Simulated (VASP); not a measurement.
# Ga5N2 (P6/mmm) in VASP: a series of runs

The runs below take Ga5N2 through single point, with PBE.

Everything below comes from runs of VASP 6.6.1. Logs are shortened: lines on timing, memory, paths and dates and some standing lists are left out, and cuts for length are marked.

**1. The cell of the first run**

It takes space group P6/mmm (No. 191, hexagonal). Conventional cell: a = 4.560 Å, b = 4.560 Å, c = 5.709 Å, α = 90.00°, β = 90.00°, γ = 120.00°. Ga (site symmetry mmm) has 4 Ga at 2.28 Å and 4 N at 2.81 Å within 3.0 Å. Ga (site symmetry -6m2) has 9 Ga at 2.63 to 3.14 Å and 6 N at 2.90 Å within 3.5 Å. N (site symmetry 6mm) has 1 N at 2.41 Å and 12 Ga at 2.81 to 2.90 Å within 3.2 Å.

**2. Single point, PBE**

File INCAR:

```
SYSTEM = Ga5N2
ALGO     = Normal         ! electronic algorithm
EDIFF    = 1E-7           ! SCF threshold, eV
ENCUT    = 520            ! plane-wave cutoff, eV
GGA      = PE             ! functional
ISIF     = 2              ! what is computed and relaxed
ISMEAR   = 0              ! smearing method
LASPH    = .True.         ! aspherical terms in the spheres
LCHARG   = .True.         ! write CHGCAR
LELF     = .True.         ! ELF
LREAL    = .False.        ! projectors in reciprocal space
LVHAR    = .True.       
LWAVE    = .False.        ! write WAVECAR
NBANDS   = 46             ! bands
NELM     = 60             ! most SCF steps
PREC     = Accurate       ! precision mode
SIGMA    = 0.1            ! smearing width, eV
```

File KPOINTS:

```
k-points
0
Gamma
  6 6 4
  0 0 0
```

File POSCAR:

```
Ga5N2
1.0
    4.5603079300      0.0000000000      0.0000000000
   -2.2801539700      3.9493425200      0.0000000000
    0.0000000000      0.0000000000      5.7089350100
Ga N
5 2
Direct
    0.5000000000      0.0000000000      0.0000000000
    0.0000000000      0.5000000000      0.0000000000
    0.5000000000      0.5000000000      0.0000000000
    0.3333333300      0.6666666700      0.5000000000
    0.6666666700      0.3333333300      0.5000000000
    0.0000000000      0.0000000000      0.7108500500
    0.0000000000      0.0000000000      0.2891499500
```

Potentials or basis: VASP PAW PBE potentials, release 64 (Ga_d, N).

Run with:

```console
$ cat potpaw_PBE.64/Ga_d/POTCAR potpaw_PBE.64/N/POTCAR > POTCAR
$ mpirun -np 1 vasp_std > vasp.out
```

OUTCAR:

```text
SYSTEM = Ga5N2
   EDIFF = 1E-7
   ENCUT = 520
   GGA = PE
   ISIF = 2
   ISMEAR = 0
   LASPH = .True.
   LREAL = .False.
   NELM = 60
   PREC = Accurate

 ion  position               nearest neighbor table
   1  0.500  0.000  0.000-   2 2.28   2 2.28   3 2.28   3 2.28
   2  0.000  0.500  0.000-   3 2.28   3 2.28   1 2.28   1 2.28
   3  0.500  0.500  0.000-   2 2.28   2 2.28   1 2.28   1 2.28
   4  0.333  0.667  0.500-   5 2.63   5 2.63   5 2.63
   5  0.667  0.333  0.500-   4 2.63   4 2.63   4 2.63
   6  0.000  0.000  0.711-
   7  0.000  0.000  0.289-

  LATTYP: Found a hexagonal cell.
 ALAT       =     4.5603079300
 C/A-ratio  =     1.2518748948

  Lattice vectors:

 A1 = (   4.5603079300,   0.0000000000,   0.0000000000)
 A2 = (  -2.2801539700,   3.9493425200,   0.0000000000)
 A3 = (   0.0000000000,   0.0000000000,   5.7089350100)

Analysis of symmetry for initial positions (statically):
=====================================================================
 Subroutine PRICEL returns:
 Original cell was already a primitive cell.

 Routine SETGRP: Setting up the symmetry group for a
 hexagonal supercell.

 Subroutine GETGRP returns: Found 24 space group operations
 (whereof 24 operations were pure point group operations)
 out of a pool of 24 trial point group operations.

The static configuration has the point symmetry D_6h.

Analysis of symmetry for dynamics (positions and initial velocities):
=====================================================================
 Subroutine PRICEL returns:
 Original cell was already a primitive cell.

 Routine SETGRP: Setting up the symmetry group for a
 hexagonal supercell.

 Subroutine GETGRP returns: Found 24 space group operations
 (whereof 24 operations were pure point group operations)
 out of a pool of 24 trial point group operations.

The dynamic configuration has the point symmetry D_6h.

 Subroutine INISYM returns: Found 24 space group operations
 (whereof 24 operations are pure point group operations),
 and found     1 'primitive' translations

----------------------------------------------------------------------------------------

                                     Primitive cell

  volume of cell :     102.8192

  direct lattice vectors                    reciprocal lattice vectors
     4.560307930  0.000000000  0.000000000     0.219283438  0.126603352  0.000000000
    -2.280153970  3.949342520  0.000000000     0.000000000  0.253206703  0.000000000
     0.000000000  0.000000000  5.708935010     0.000000000  0.000000000  0.175164019

  length of vectors
     4.560307930  4.560307936  5.708935010     0.253206704  0.253206703  0.175164019

  position of ions in fractional coordinates (direct lattice)
     0.500000000  0.000000000  0.000000000
     0.000000000  0.500000000  0.000000000
     0.500000000  0.500000000  0.000000000
     0.333333330  0.666666670  0.500000000
     0.666666670  0.333333330  0.500000000
     0.000000000  0.000000000  0.710850050
     0.000000000  0.000000000  0.289149950

  ion indices of the primitive-cell ions
   primitive index   ion index
                 1           1
                 2           2
                 3           3
                 4           4
                 5           5
                 6           6
                 7           7

----------------------------------------------------------------------------------------

 KPOINTS: k-points

Automatic generation of k-mesh.
 Grid dimensions read from file:
 generate k-points for:    6    6    4

 Generating k-lattice:

  Cartesian coordinates                     Fractional coordinates (reciprocal lattice)
     0.036547240  0.021100559  0.000000000     0.166666667  0.000000000  0.000000000
     0.000000000  0.042201117  0.000000000     0.000000000  0.166666667  0.000000000
     0.000000000  0.000000000  0.043791005     0.000000000  0.000000000  0.250000000

  Length of vectors
     0.042201117  0.042201117  0.043791005

  Shift w.r.t. Gamma in fractional coordinates (k-lattice)
     0.000000000  0.000000000  0.000000000

[... 48 lines left out ...]

 val. band max:        6.0024135901   @ k =   0.3333   0.1667   0.0000
 cond. band min:       6.0300780969   @ k =   0.3333   0.1667   0.0000
 fundamental gap:      0.0276645068
 Fermi energy:         6.0049543477

 k-point     1 :       0.0000    0.0000    0.0000
  band No.  band energies     occupation
      1     -11.1793      2.00000
      2     -10.6698      2.00000
      3     -10.6698      2.00000
      4     -10.4488      2.00000
      5     -10.1531      2.00000
      6     -10.0475      2.00000
[... 38 lines left out ...]
     45       9.4800      0.00000
     46       9.9124      0.00000

 k-point     2 :       0.1667    0.0000    0.0000
  band No.  band energies     occupation
      1     -11.0851      2.00000
      2     -10.6492      2.00000
      3     -10.5811      2.00000
      4     -10.4080      2.00000
      5     -10.1204      2.00000
      6     -10.0499      2.00000
[... 38 lines left out ...]
     45       9.7418      0.00000
     46      10.2267      0.00000

 k-point     3 :       0.3333    0.0000    0.0000
  band No.  band energies     occupation
      1     -10.8797      2.00000
      2     -10.5603      2.00000
      3     -10.3367      2.00000
      4     -10.3088      2.00000
      5     -10.0390      2.00000
      6     -10.0325      2.00000
[... 38 lines left out ...]
     45      10.7274      0.00000
     46      10.8674      0.00000

 k-point     4 :       0.5000    0.0000    0.0000
  band No.  band energies     occupation
      1     -10.7899      2.00000
      2     -10.3855      2.00000
      3     -10.2474      2.00000
      4     -10.0973      2.00000
      5     -10.0659      2.00000
      6      -9.9507      2.00000
[... 773 lines left out ...]
     45       9.8421      0.00000
     46      10.4243      0.00000

 k-point    20 :       0.3333    0.1667    0.5000
  band No.  band energies     occupation
      1     -10.7187      2.00000
      2     -10.4886      2.00000
      3     -10.2386      2.00000
      4     -10.1521      2.00000
      5     -10.0875      2.00000
      6     -10.0422      2.00000
[... 38 lines left out ...]
     45      10.1313      0.00000
     46      11.0116      0.00000

 k-point    21 :       0.3333    0.3333    0.5000
  band No.  band energies     occupation
      1     -10.4749      2.00000
      2     -10.4218      2.00000
      3     -10.4218      2.00000
      4     -10.1144      2.00000
      5     -10.1144      2.00000
      6     -10.0065      2.00000
[... 38 lines left out ...]
     45       9.9821      0.00000
     46      12.3160      0.00000

------------------------ aborting loop because EDIFF is reached ----------------------------------------

  FORCE on cell =-STRESS in cart. coord.  units (eV):
  Direction    XX          YY          ZZ          XY          YZ          ZX
  --------------------------------------------------------------------------------------
  -------------------------------------------------------------------------------------
  Total       12.2028589     12.2028590     -2.9616256     -0.0000000      0.0000000      0.0000000
  in kB      190.1507771    190.1507774    -46.1494647     -0.0000002      0.0000000      0.0000000
  external PRESSURE =     111.3840300 kB  Pullay stress =       0.0000000 kB

 VOLUME and BASIS-vectors are now :
 -----------------------------------------------------------------------------
  energy-cutoff  :      520.00
  volume of cell :      102.82
      direct lattice vectors                 reciprocal lattice vectors
     4.560307930  0.000000000  0.000000000     0.219283438  0.126603352  0.000000000
    -2.280153970  3.949342520  0.000000000     0.000000000  0.253206703  0.000000000
     0.000000000  0.000000000  5.708935010     0.000000000  0.000000000  0.175164019

 POSITION                                       TOTAL-FORCE (eV/Angst)
 -----------------------------------------------------------------------------------
      2.28015      0.00000      0.00000        -0.000000      0.000000      0.000000
     -1.14008      1.97467      0.00000        -0.000000      0.000000      0.000000
      1.14008      1.97467      0.00000        -0.000000      0.000000      0.000000
     -0.00000      2.63290      2.85447         0.000000     -0.000000      0.000000
      2.28015      1.31645      2.85447        -0.000000      0.000000      0.000000
      0.00000      0.00000      4.05820        -0.000000      0.000000      0.277015
      0.00000      0.00000      1.65074        -0.000000     -0.000000     -0.277015
 -----------------------------------------------------------------------------------
    total drift:                                0.000000      0.000000     -0.000000

  FREE ENERGIE OF THE ION-ELECTRON SYSTEM (eV)
  ---------------------------------------------------
  free  energy   TOTEN  =       -21.2652897779 eV

  energy  without entropy=      -21.2361552112  energy(sigma->0) =      -21.25072249
```

Run time: 2.6 min. Hardware: 1 thread of Intel Xeon Platinum 8259CL at 2.50GHz (Skylake/Cascade Lake), shared host; peak memory 0.25 GiB.

What came out:

* Free energy: -21.2653 eV
* Pressure: 11.1 GPa
* Largest force: 0.277 eV/Å

Forces on the atoms (eV/Å):
```
Ga   0.000  0.000  0.000
Ga   0.000  0.000  0.000
Ga   0.000  0.000  0.000
Ga   0.000  0.000  0.000
Ga   0.000  0.000  0.000
N    0.000  0.000  0.277
N    0.000  0.000 -0.277
```

Levels at points of the mesh, in eV from the Fermi level:
| k point | band 35 | band 36 | band 37 | band 38 | band 39 | band 40 | band 41 | band 42 |
| --- | --- | --- | --- | --- | --- | --- | --- | --- |
| (0.00, 0.00, 0.00) | -1.78 | -1.76 | -1.36 | -1.36 | 0.44 | 0.45 | 1.17 | 1.17 |
| (0.50, 0.00, 0.00) | -1.78 | -1.03 | -0.79 | -0.24 | 0.05 | 0.61 | 1.34 | 1.71 |
| (0.00, 0.00, 0.50) | -2.52 | -0.96 | -0.96 | -0.93 | -0.60 | -0.34 | -0.34 | 1.22 |
| (0.50, 0.00, 0.50) | -2.52 | -1.16 | -0.47 | 0.57 | 1.55 | 1.67 | 1.87 | 3.05 |

**3. Single point, PBE**

This run uses another cell than the first one, of 18.86 Å³/atom, 1.284 times its volume.

File INCAR:

```
SYSTEM = Ga5N2
PREC     = Accurate       ! precision mode
ENCUT    = 520            ! plane-wave cutoff, eV
EDIFF    = 1E-7           ! SCF threshold, eV
ISMEAR   = 0              ! smearing method
SIGMA    = 0.1            ! smearing width, eV
LREAL    = .FALSE.        ! projectors in reciprocal space
LASPH    = .TRUE.         ! aspherical terms in the spheres
NELM     = 60             ! most SCF steps
ALGO     = Normal         ! electronic algorithm
ISIF     = 2              ! what is computed and relaxed
LWAVE    = .FALSE.        ! write WAVECAR
LCHARG   = .TRUE.         ! write CHGCAR
GGA      = PE             ! functional
LELF     = .TRUE.         ! ELF
LVHAR    = .TRUE.       
NBANDS   = 46             ! bands
```

File KPOINTS:

```
regular mesh
0
G
  6 6 4
  0 0 0
```

File POSCAR:

```
Ga5N2
1.0
    5.7104004136      0.0000000036      0.0000000000
   -2.8552002099      4.9453518222      0.0000000000
    0.0000000000      0.0000000000      4.6739934192
Ga N
5 2
Direct
    0.5000000000      0.0000000000      0.0000000000
    0.0000000000      0.5000000000      0.0000000000
    0.5000000000      0.5000000000      0.0000000000
    0.3333333333      0.6666666667      0.5000000000
    0.6666666667      0.3333333333      0.5000000000
    0.0000000000      0.0000000000      0.6195298688
    0.0000000000      0.0000000000      0.3804701312
```

Potentials or basis: VASP PAW PBE potentials, release 64 (Ga_d, N).

Run with:

```console
$ cat potpaw_PBE.64/Ga_d/POTCAR potpaw_PBE.64/N/POTCAR > POTCAR
$ mpirun -np 1 vasp_std > vasp.out
```

It took 3.6 min on 1 thread of Intel Xeon Platinum 8259CL at 2.50GHz (Skylake/Cascade Lake), shared host; peak memory 0.28 GiB.

It converged, with:

- Free energy: -29.4744 eV
- Pressure: 0.7 GPa
- Largest force: 1.449 eV/Å

Forces on the atoms (eV/Å):
```
Ga   0.000  0.000  0.000
Ga   0.000  0.000  0.000
Ga   0.000  0.000  0.000
Ga   0.000  0.000  0.000
Ga   0.000  0.000  0.000
N    0.000  0.000  1.449
N    0.000  0.000 -1.449
```

Stress tensor (GPa, compression positive):
```
0.20 0.00 0.00
0.00 0.20 0.00
0.00 0.00 1.67
```

Levels at points of the mesh, in eV from the Fermi level:
```tsv
k point	band 35	band 36	band 37	band 38	band 39	band 40	band 41	band 42
(0.00, 0.00, 0.00)	-2.88	-2.53	-0.51	-0.51	1.12	1.87	1.87	2.16
(0.50, 0.00, 0.00)	-2.12	-1.99	-0.71	-0.58	1.37	1.62	1.79	2.41
(0.00, 0.00, 0.50)	-3.09	-3.09	-1.57	-1.57	-0.94	-0.94	3.26	3.26
(0.50, 0.00, 0.50)	-3.80	-1.44	-1.16	0.60	1.65	1.80	3.07	3.22
```

Caveat: the standard files for N, O and F lose accuracy on very short bonds; forces of over 1 eV/Å act on the atoms, so gaps and moduli don't describe the material at rest.

**4. Single point, PBE**

This run uses another cell than the first one, of 19.19 Å³/atom, 1.306 times its volume.

File INCAR:

```
ALGO = Normal ; EDIFF = 1E-7
ENCUT = 520 ; GGA = PE
ISIF = 2 ; ISMEAR = 0
LASPH = T ; LCHARG = F
LREAL = F ; LWAVE = F
NBANDS = 46 ; NELM = 80
PREC = Accurate ; SIGMA = 0.1
```

File KPOINTS:

```
k-points
0
Gamma
  12 12 8
```

File POSCAR:

```
Ga5N2
1.0
    5.7298794269      0.0000000000      0.0000000000
   -2.8649397134      4.9622211443      0.0000000000
    0.0000000000      0.0000000000      4.7244596226
Ga N
5 2
Direct
    0.5000000000      0.0000000000      0.0000000000
    0.0000000000      0.5000000000      0.0000000000
    0.5000000000      0.5000000000      0.0000000000
    0.3333333333      0.6666666667      0.5000000000
    0.6666666667      0.3333333333      0.5000000000
    0.0000000000      0.0000000000      0.6181761929
    0.0000000000      0.0000000000      0.3818238071
```

Run with:

```console
$ cat potpaw_PBE.64/Ga_d/POTCAR potpaw_PBE.64/N/POTCAR > POTCAR
$ mpirun -np 1 vasp_std > vasp.out
```

Wall time 6.4 min (1 thread of Intel Xeon 6975P-C (Granite Rapids), shared host); peak memory 0.56 GiB.

The run converged. Its results:

| Item | Value |
| --- | --- |
| Free energy | -29.4794 eV |
| Pressure | 0.7 GPa |
| Largest force | 1.443 eV/Å |

Forces on the atoms (eV/Å):
```
Ga   0.000  0.000  0.000
Ga   0.000  0.000  0.000
Ga   0.000  0.000  0.000
Ga   0.000  0.000  0.000
Ga   0.000  0.000  0.000
N    0.000  0.000  1.443
N    0.000  0.000 -1.443
```

Stress tensor (GPa, compression positive):
```
0.01 0.00 0.00
0.00 0.01 0.00
0.00 0.00 1.94
```

Levels at points of the mesh, in eV from the Fermi level:
| k point | band 35 | band 36 | band 37 | band 38 | band 39 | band 40 |
| --- | --- | --- | --- | --- | --- | --- |
| (0.00, 0.00, 0.00) | -3.02 | -2.53 | -0.53 | -0.53 | 0.98 | 1.80 |
| (0.50, 0.00, 0.00) | -2.26 | -2.00 | -0.79 | -0.60 | 1.32 | 1.63 |
| (0.00, 0.00, 0.50) | -3.14 | -3.14 | -1.53 | -1.53 | -0.94 | -0.94 |
| (0.50, 0.00, 0.50) | -3.83 | -1.42 | -1.19 | 0.58 | 1.60 | 1.76 |

Caveat: the standard files for N, O and F lose accuracy on very short bonds; forces of over 1 eV/Å act on the atoms, so gaps and moduli don't describe the material at rest.

**5. Single point, PBE**

This run uses another cell than the first one, of 18.86 Å³/atom, 1.284 times its volume.

File INCAR:

```
SYSTEM = Ga5N2
PREC     = Accurate       ! precision mode
ENCUT    = 910            ! plane-wave cutoff, eV
EDIFF    = 1E-6           ! SCF threshold, eV
ISMEAR   = 0              ! smearing method
SIGMA    = 0.1            ! smearing width, eV
LREAL    = .FALSE.        ! projectors in reciprocal space
LASPH    = .TRUE.         ! aspherical terms in the spheres
NELM     = 120            ! most SCF steps
ALGO     = Normal         ! electronic algorithm
ISIF     = 2              ! what is computed and relaxed
LWAVE    = .FALSE.        ! write WAVECAR
LCHARG   = .TRUE.         ! write CHGCAR
GGA      = PE             ! functional
LELF     = .TRUE.         ! ELF
LVHAR    = .TRUE.       
NBANDS   = 46             ! bands
GGA_COMPAT= .FALSE.
```

File KPOINTS:

```
regular mesh
0
G
  6 6 4
  0 0 0
```

File POSCAR:

```
Ga5N2
1.0
    5.7104004136      0.0000000036      0.0000000000
   -2.8552002099      4.9453518222      0.0000000000
    0.0000000000      0.0000000000      4.6739934192
Ga N
5 2
Direct
    0.5000000000      0.0000000000      0.0000000000
    0.0000000000      0.5000000000      0.0000000000
    0.5000000000      0.5000000000      0.0000000000
    0.3333333333      0.6666666667      0.5000000000
    0.6666666667      0.3333333333      0.5000000000
    0.0000000000      0.0000000000      0.6195298688
    0.0000000000      0.0000000000      0.3804701312
```

Potentials or basis: VASP PAW PBE potentials, release 64 (Ga_d, N_h).

Run with:

```console
$ cat potpaw_PBE.64/Ga_d/POTCAR potpaw_PBE.64/N_h/POTCAR > POTCAR
$ mpirun -np 1 vasp_std > vasp.out
```

It took 2.5 min on 1 thread of Intel Xeon 6975P-C (Granite Rapids), shared host; peak memory 0.51 GiB.

Results (log left out):

```
Free energy   : -29.6279 eV
Pressure      : 0.0 GPa
Largest force : 0.071 eV/Å
```

Forces in eV/Å, atoms in the order of the input:
```
Ga   0.000  0.000  0.000
Ga   0.000  0.000  0.000
Ga   0.000  0.000  0.000
Ga   0.000  0.000  0.000
Ga   0.000  0.000  0.000
N    0.000  0.000  0.071
N    0.000  0.000 -0.071
```

Stress tensor (GPa, compression positive):
```
 0.17  0.00  0.00
 0.00  0.17  0.00
 0.00  0.00 -0.20
```

Levels at points of the mesh, in eV from the Fermi level:
| k point | band 36 | band 37 | band 38 | band 39 | band 40 | band 41 |
| --- | --- | --- | --- | --- | --- | --- |
| (0.00, 0.00, 0.00) | -2.53 | -0.51 | -0.51 | 1.12 | 1.88 | 1.88 |
| (0.50, 0.00, 0.00) | -1.99 | -0.71 | -0.58 | 1.38 | 1.62 | 1.79 |
| (0.00, 0.00, 0.50) | -3.09 | -1.57 | -1.57 | -0.94 | -0.94 | 3.26 |
| (0.50, 0.00, 0.50) | -1.44 | -1.16 | 0.60 | 1.66 | 1.81 | 3.07 |

Caveat: the cutoff is under 1.25 times the usual one of these potentials, so pressure, stress and relaxed cells hold a basis-set (Pulay) error.

**6. Overview**

```csv
potentials or basis,cell,k mesh,cutoff (eV),second run,gap on the mesh (eV),pressure (GPa),largest force (eV/Å)
"VASP PAW PBE potentials, release 64 (Ga_d, N)","a = 4.560, b = 4.560, c = 5.709 Å, angles 90.0, 90.0, 120.0°, 7 atoms",6 × 6 × 4,520,-,none,11.1,0.28
"VASP PAW PBE potentials, release 64 (Ga_d, N)","a = 5.710, b = 5.710, c = 4.674 Å, angles 90.0, 90.0, 120.0°, 7 atoms",6 × 6 × 4,520,-,none,0.7,1.45
"VASP PAW PBE potentials, release 64 (Ga_d, N)","a = 5.730, b = 5.730, c = 4.724 Å, angles 90.0, 90.0, 120.0°, 7 atoms",12 × 12 × 8,520,-,none,0.7,1.44
"VASP PAW PBE potentials, release 64 (Ga_d, N_h)","a = 5.710, b = 5.710, c = 4.674 Å, angles 90.0, 90.0, 120.0°, 7 atoms",6 × 6 × 4,910,hard_potentials,none,0.0,0.07
```

Alike in all rows: task single point; level PBE; no spin polarisation; smearing gaussian 0.1 eV.

Caveats: the standard files for N, O and F lose accuracy on very short bonds (some runs); forces of over 1 eV/Å act on the atoms, so gaps and moduli don't describe the material at rest (some runs); the cutoff is under 1.25 times the usual one of these potentials, so pressure, stress and relaxed cells hold a basis-set (Pulay) error (some runs).

Total energies depend on the potentials used, so only differences within one code and one set of settings carry meaning.
